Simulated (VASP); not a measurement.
# WS2 in VASP: settings compared

The runs below take WS2 through single point, with PBEsol, r2SCAN.

All numbers are computed with VASP 6.6.1; they aren't measurements. Logs are shortened: lines on timing, memory, paths and dates and some standing lists are left out, and cuts for length are marked.

## (1) The cell of the first run

The cell holds a slab with vacuum, 3 atoms: a = 3.247 Å, b = 3.247 Å, c = 16.951 Å, α = 90.00°, β = 90.00°, γ = 120.00°.

## (2) Single point, PBEsol

The input, INCAR:

```
SYSTEM = WS2
ALGO = Normal
EDIFF = 1E-6
ENCUT = 520
GGA = PS
ISIF = 2
ISMEAR = -1
LASPH = .TRUE.
LCHARG = .FALSE.
LREAL = .FALSE.
LWAVE = .FALSE.
NBANDS = 20
NELM = 60
PREC = Accurate
SIGMA = 0.05
```

The input, KPOINTS:

```
k-points
0
G
  10 10 2
  0 0 0
```

The input, POSCAR:

```
WS2
1.0
    3.2471866823      0.0000000000      0.0000000000
   -1.6235933412      2.8121461576      0.0000000000
    0.0000000000      0.0000000000     16.9505778900
W S
1 2
Direct
    0.0000000000      0.0000000000      0.0000000000
    0.3333333333      0.6666666667      0.0920005100
    0.3333333333      0.6666666667      0.9079994900
```

Potentials or basis: VASP PAW PBE potentials, release 64 (W_sv, S).

The run is started by

```console
> cat potpaw_PBE.64/W_sv/POTCAR potpaw_PBE.64/S/POTCAR > POTCAR
> mpirun -np 1 vasp_std > vasp.out
```

OUTCAR:

```text
SYSTEM = WS2
   EDIFF = 1E-6
   ENCUT = 520
   GGA = PS
   ISIF = 2
   ISMEAR = -1
   LASPH = .TRUE.
   LREAL = .FALSE.
   NELM = 60
   PREC = Accurate

 ion  position               nearest neighbor table
   1  0.000  0.000  0.000-   2 2.44   3 2.44   2 2.44   3 2.44   2 2.44   3 2.44
   2  0.333  0.667  0.092-   1 2.44   1 2.44   1 2.44
   3  0.333  0.667  0.908-   1 2.44   1 2.44   1 2.44

  LATTYP: Found a hexagonal cell.
 ALAT       =     3.2471866823
 C/A-ratio  =     5.2200811190

  Lattice vectors:

 A1 = (   3.2471866823,   0.0000000000,   0.0000000000)
 A2 = (  -1.6235933412,   2.8121461576,   0.0000000000)
 A3 = (   0.0000000000,   0.0000000000,  16.9505778900)

Analysis of symmetry for initial positions (statically):
=====================================================================
 Subroutine PRICEL returns:
 Original cell was already a primitive cell.

 Routine SETGRP: Setting up the symmetry group for a
 hexagonal supercell.

 Subroutine GETGRP returns: Found 12 space group operations
 (whereof 12 operations were pure point group operations)
 out of a pool of 24 trial point group operations.

The static configuration has the point symmetry D_3h.

Analysis of symmetry for dynamics (positions and initial velocities):
=====================================================================
 Subroutine PRICEL returns:
 Original cell was already a primitive cell.

 Routine SETGRP: Setting up the symmetry group for a
 hexagonal supercell.

 Subroutine GETGRP returns: Found 12 space group operations
 (whereof 12 operations were pure point group operations)
 out of a pool of 24 trial point group operations.

The dynamic configuration has the point symmetry D_3h.

 Subroutine INISYM returns: Found 12 space group operations
 (whereof 12 operations are pure point group operations),
 and found     1 'primitive' translations

----------------------------------------------------------------------------------------

                                     Primitive cell

  volume of cell :     154.7853

  direct lattice vectors                    reciprocal lattice vectors
     3.247186682  0.000000000  0.000000000     0.307958888  0.177800147  0.000000000
    -1.623593341  2.812146158  0.000000000     0.000000000  0.355600294  0.000000000
     0.000000000  0.000000000 16.950577890     0.000000000  0.000000000  0.058995039

  length of vectors
     3.247186682  3.247186682 16.950577890     0.355600294  0.355600294  0.058995039

  position of ions in fractional coordinates (direct lattice)
     0.000000000  0.000000000  0.000000000
     0.333333333  0.666666667  0.092000510
     0.333333333  0.666666667  0.907999490

  ion indices of the primitive-cell ions
   primitive index   ion index
                 1           1
                 2           2
                 3           3

----------------------------------------------------------------------------------------

 KPOINTS: k-points

Automatic generation of k-mesh.
 Grid dimensions read from file:
 generate k-points for:   10   10    2

 Generating k-lattice:

  Cartesian coordinates                     Fractional coordinates (reciprocal lattice)
     0.030795889  0.017780015  0.000000000     0.100000000 -0.000000000  0.000000000
     0.000000000  0.035560029  0.000000000     0.000000000  0.100000000  0.000000000
     0.000000000  0.000000000  0.029497519     0.000000000  0.000000000  0.500000000

  Length of vectors
     0.035560029  0.035560029  0.029497519

  Shift w.r.t. Gamma in fractional coordinates (k-lattice)
     0.000000000  0.000000000  0.000000000

 Subroutine IBZKPT returns following result:
 ===========================================

 Found     28 irreducible k-points:

 Following reciprocal coordinates:
            Coordinates               Weight
  0.000000  0.000000  0.000000      1.000000
  0.100000  0.000000  0.000000      6.000000
  0.200000  0.000000  0.000000      6.000000
  0.300000  0.000000  0.000000      6.000000
  0.400000  0.000000  0.000000      6.000000
  0.500000  0.000000  0.000000      3.000000
[... 16 lines left out ...]
  0.300000  0.100000  0.500000     12.000000
  0.400000  0.100000  0.500000     12.000000
 [... further k-points ...]
   k-points           NKPTS =     28   k-points in BZ     NKDIM =     28   number of bands    NBANDS=     20
   number of dos      NEDOS =    301   number of ions     NIONS =      3
   total plane-waves  NPLWV =  72576
   dimension x,y,z NGX =    24 NGY =   24 NGZ =  126
   dimension x,y,z NGXF=    48 NGYF=   48 NGZF=  252
   ions per type =               1   2
   NGX,Y,Z   is equivalent  to a cutoff of  12.29, 12.29, 12.36 a.u.
   NGXF,Y,Z  is equivalent  to a cutoff of  24.57, 24.57, 24.72 a.u.
 SYSTEM =  WS2
   PREC   = accura    normal or accurate (medium, high low for compatibility)
   ISTART =      0    job   : 0-new  1-cont  2-samecut
   ICHARG =      2    charge: 1-file 2-atom 10-const
   ISPIN  =      1    spin polarized calculation?
   LNONCOLLINEAR =      F non collinear calculations
   LSORBIT =      F    spin-orbit coupling
   LASPH  =      T    aspherical Exc in radial PAW
   ENCUT  =  520.0 eV  38.22 Ry    6.18 a.u.   6.04  6.04 31.52*2*pi/ulx,y,z
   NELM   =     60;   NELMIN=  2; NELMDL= -5     # of ELM steps
   EDIFF  = 0.1E-05   stopping-criterion for ELM
   LREAL  =      F    real-space projection
   EDIFFG = 0.1E-04   stopping-criterion for IOM
   NSW    =      0    number of steps for IOM
   IBRION =     -1    ionic relax: 0-MD 1-quasi-New 2-CG
   NFREE  =      0    steps in history (QN), initial steepest desc. (CG)
   ISIF   =      2    stress and relaxation
   ISYM   =      2    0-nonsym 1-usesym 2-fastsym
   POTIM  = 0.5000    time-step for ionic-motion
   TEBEG  =    0.0;   TEEND  =   0.0 temperature during run
   PSTRESS=    0.0 pullay stress
   NELECT =      26.0000    total number of electrons
   NUPDOWN=      -1.0000    fix difference up-down
   EMIN   =  10.00;   EMAX   =-10.00  energy-range for DOS
   EFERMI =   0.00;   METHOD = LEGACY
   ISMEAR =    -1;   SIGMA  =   0.05  broadening in eV -4-tet -1-fermi 0-gaus
   EFERMI_NEDOS =   21; number of points for ismear=-14 and -15
   IALGO  =     38    algorithm
   IMIX   =      4    mixing-type and parameters
     AMIX     =   0.40;   BMIX     =  1.00
     AMIX_MAG =   1.60;   BMIX_MAG =  1.00
  volume/ion in A,a.u.               =      51.60       348.18
  Fermi-wavevector in a.u.,A,eV,Ry     =   0.903281  1.706953 11.101211  0.815916
  Thomas-Fermi vector in A             =   2.026587
   LORBIT       =      0    0 simple, 1 ext, 2 COOP (PROOUT), +10 PAW based schemes
   GGA     = PS    functional components
   LHFCALC =     F    Hartree Fock is set to
   AEXX    =    0.0000 exact exchange contribution
   IVDW    =     0    specifies the selected vdW correction
   LEPSILON=     F    determine dielectric tensor
   LRPA    =     F    only Hartree local field effects (RPA)
 non-spin polarized calculation
  energy-cutoff  :      520.00
  volume of cell :      154.79
 maximum number of plane-waves:      4216
   NGX = 13   NGY = 13   NGZ = 63

 number of electron      26.0000002 magnetization

 Free energy of the ion-electron system (eV)
  ---------------------------------------------------
  ext. energy  EPLUGINS =         0.00000000
  ---------------------------------------------------
  free energy    TOTEN  =       -25.13997982 eV

  energy without entropy =      -25.13997981  energy(sigma->0) =      -25.13997982

 E-fermi :  -0.5482     XC(G=0):  -4.4761

 val. band max:       -1.3340361188   @ k =   0.0000   0.0000   0.5000
 cond. band min:       0.3048576726   @ k =   0.3000   0.3000   0.0000
 fundamental gap:      1.6388937914
 Fermi energy:        -0.5482247655

 k-point     1 :       0.0000    0.0000    0.0000
  band No.  band energies     occupation
      1     -75.5332      2.00000
      2     -39.7237      2.00000
      3     -39.6294      2.00000
      4     -39.6294      2.00000
      5     -15.9706      2.00000
      6     -14.3534      2.00000
[... 12 lines left out ...]
     19       4.0746      0.00000
     20       4.1955      0.00000

 k-point     2 :       0.1000    0.0000    0.0000
  band No.  band energies     occupation
      1     -75.5320      2.00000
      2     -39.7191      2.00000
      3     -39.6555      2.00000
      4     -39.6355      2.00000
      5     -15.8190      2.00000
      6     -14.2992      2.00000
[... 12 lines left out ...]
     19       4.3834      0.00000
     20       4.4282      0.00000

 k-point     3 :       0.2000    0.0000    0.0000
  band No.  band energies     occupation
      1     -75.5289      2.00000
      2     -39.7233      2.00000
      3     -39.7070      2.00000
      4     -39.6515      2.00000
      5     -15.3983      2.00000
      6     -14.1496      2.00000
[... 12 lines left out ...]
     19       4.9114      0.00000
     20       5.4450      0.00000

 k-point     4 :       0.3000    0.0000    0.0000
  band No.  band energies     occupation
      1     -75.5251      2.00000
      2     -39.8060      2.00000
      3     -39.6921      2.00000
      4     -39.6712      2.00000
      5     -14.8157      2.00000
      6     -13.9465      2.00000
[... 12 lines left out ...]
     19       5.6571      0.00000
     20       5.7433      0.00000

 k-point     5 :       0.4000    0.0000    0.0000
  band No.  band energies     occupation
      1     -75.5220      2.00000
      2     -39.8720      2.00000
      3     -39.6871      2.00000
      4     -39.6799      2.00000
      5     -14.2679      2.00000
      6     -13.7637      2.00000
[... 12 lines left out ...]
     19       6.0466      0.00000
     20       6.0834      0.00000

 k-point     6 :       0.5000    0.0000    0.0000
  band No.  band energies     occupation
      1     -75.5208      2.00000
      2     -39.8971      2.00000
      3     -39.6931      2.00000
      4     -39.6752      2.00000
      5     -14.0316      2.00000
      6     -13.6885      2.00000
[... 12 lines left out ...]
     19       6.1535      0.00000
     20       6.3620      0.00000

 k-point     7 :       0.1000    0.1000    0.0000
  band No.  band energies     occupation
      1     -75.5299      2.00000
      2     -39.7108      2.00000
      3     -39.7006      2.00000
      4     -39.6484      2.00000
      5     -15.5324      2.00000
      6     -14.1969      2.00000
[... 12 lines left out ...]
     19       4.7432      0.00000
     20       5.2292      0.00000
[... 277 lines left out ...]
 k-point    20 :       0.5000    0.0000    0.5000
  band No.  band energies     occupation
      1     -75.5208      2.00000
      2     -39.8971      2.00000
      3     -39.6931      2.00000
      4     -39.6752      2.00000
      5     -14.0316      2.00000
      6     -13.6885      2.00000
[... 12 lines left out ...]
     19       6.1532      0.00000
     20       6.3630      0.00000

 k-point    21 :       0.1000    0.1000    0.5000
  band No.  band energies     occupation
      1     -75.5299      2.00000
      2     -39.7108      2.00000
      3     -39.7006      2.00000
      4     -39.6484      2.00000
      5     -15.5324      2.00000
      6     -14.1969      2.00000
[... 12 lines left out ...]
     19       4.5125      0.00000
     20       5.4714      0.00000

 k-point    22 :       0.2000    0.1000    0.5000
  band No.  band energies     occupation
      1     -75.5264      2.00000
      2     -39.7713      2.00000
      3     -39.6972      2.00000
      4     -39.6708      2.00000
      5     -15.0275      2.00000
      6     -14.0179      2.00000
[... 12 lines left out ...]
     19       5.2159      0.00000
     20       6.2193      0.00000

 k-point    23 :       0.3000    0.1000    0.5000
  band No.  band energies     occupation
      1     -75.5230      2.00000
      2     -39.8408      2.00000
      3     -39.6934      2.00000
      4     -39.6837      2.00000
      5     -14.4510      2.00000
      6     -13.8182      2.00000
[... 12 lines left out ...]
     19       5.9982      0.00000
     20       6.1009      0.00000

 k-point    24 :       0.4000    0.1000    0.5000
  band No.  band energies     occupation
      1     -75.5208      2.00000
      2     -39.8833      2.00000
      3     -39.7073      2.00000
      4     -39.6753      2.00000
      5     -14.0411      2.00000
      6     -13.6814      2.00000
[... 12 lines left out ...]
     19       6.5755      0.00000
     20       6.6996      0.00000

 [... further k-points ...]
[... 5 lines left out ...]
  --------------------------------------------------------------------------------------
  -------------------------------------------------------------------------------------
  Total       -3.5653769     -3.5653769     -1.6533327      0.0000000     -0.0000000      0.0000000
  in kB      -36.9050992    -36.9050992    -17.1135924      0.0000000     -0.0000000      0.0000000
  external PRESSURE =     -30.3079303 kB  Pullay stress =       0.0000000 kB

 VOLUME and BASIS-vectors are now :
 -----------------------------------------------------------------------------
  energy-cutoff  :      520.00
  volume of cell :      154.79
      direct lattice vectors                 reciprocal lattice vectors
     3.247186682  0.000000000  0.000000000     0.307958888  0.177800147  0.000000000
    -1.623593341  2.812146158  0.000000000     0.000000000  0.355600294  0.000000000
     0.000000000  0.000000000 16.950577890     0.000000000  0.000000000  0.058995039

 POSITION                                       TOTAL-FORCE (eV/Angst)
 -----------------------------------------------------------------------------------
      0.00000      0.00000      0.00000        -0.000000      0.000000      0.000000
     -0.00000      1.87476      1.55946         0.000000     -0.000000     -0.521334
     -0.00000      1.87476     15.39112         0.000000      0.000000      0.521334
 -----------------------------------------------------------------------------------
    total drift:                                0.000000     -0.000000     -0.000000

  FREE ENERGIE OF THE ION-ELECTRON SYSTEM (eV)
  ---------------------------------------------------
  free  energy   TOTEN  =       -25.1399798199 eV

  energy  without entropy=      -25.1399798115  energy(sigma->0) =      -25.13997982
```

It took 2 min on 1 thread of Intel Xeon Platinum 8488C (Sapphire Rapids), shared host; peak memory 0.28 GiB.

Results:

```yaml
Free_energy: -25.1400 eV
Largest_force: 0.521 eV/Å
Band_gap_on_the_k_mesh: 1.64 eV, indirect (least direct gap 1.94 eV)
```

Forces on the atoms (eV/Å):
```
W    0.000  0.000  0.000
S    0.000  0.000 -0.521
S    0.000  0.000  0.521
```

Levels at points of the mesh, in eV from the valence-band top:
```
           k point  band 9  band 10  band 11  band 12  band 13  band 14  band 15  band 16  band 17  band 18
(0.00, 0.00, 0.00)   -3.03    -2.03    -1.84    -1.84     0.00     2.60     2.60     2.81     2.81     4.62
(0.50, 0.00, 0.00)   -4.42    -3.51    -2.10    -1.51    -1.00     2.45     2.91     3.82     4.45     4.82
(0.00, 0.00, 0.50)   -3.03    -2.03    -1.84    -1.84     0.00     2.60     2.60     2.81     2.81     4.63
(0.50, 0.00, 0.50)   -4.42    -3.51    -2.10    -1.51    -1.00     2.45     2.91     3.82     4.45     4.82
```

Caveat: the PAW data sets were made with another functional, which shifts forces and pressure a little; spin-orbit coupling is left out, which moves the levels of the heavy elements.

[end of part 1 of 2]
